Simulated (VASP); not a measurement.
A run of VASP 6.6.1:

File INCAR:

```
ALGO = Normal
EDIFF = 1E-6
ENCUT = 500
GGA = PE
GGA_COMPAT = F
ISIF = 2
ISMEAR = 0
IVDW = 12
LASPH = T
LCHARG = F
LREAL = F
LWAVE = F
NBANDS = 15
NELM = 120
PREC = Accurate
SIGMA = 0.01
```

KPOINTS

```
k-points
0
Gamma
  4 4 4
```

File POSCAR:

```
BaTe
1.0
    0.0000000000      3.4986107869      3.4986107869
    3.4986107869      0.0000000000      3.4986107869
    3.4986107869      3.4986107869      0.0000000000
Ba Te
1 1
Direct
    0.0000000000      0.0000000000      0.0000000000
    0.5000000000      0.5000000000      0.5000000000
```

Potentials or basis: VASP PAW PBE potentials, release 64 (Ba_sv, Te).

Run with:

```bash
$ cat potpaw_PBE.64/Ba_sv/POTCAR potpaw_PBE.64/Te/POTCAR > POTCAR
$ mpirun -np 1 vasp_std > vasp.out
```

Hardware: 1 thread of Intel Xeon 6455B (shared host).

Task: How long does it take, and how much memory?

Result: Wall time 16 s on 1 thread of Intel Xeon 6455B (shared host), peak memory 0.21 GiB. Counts: scf iterations 13, k points 8.
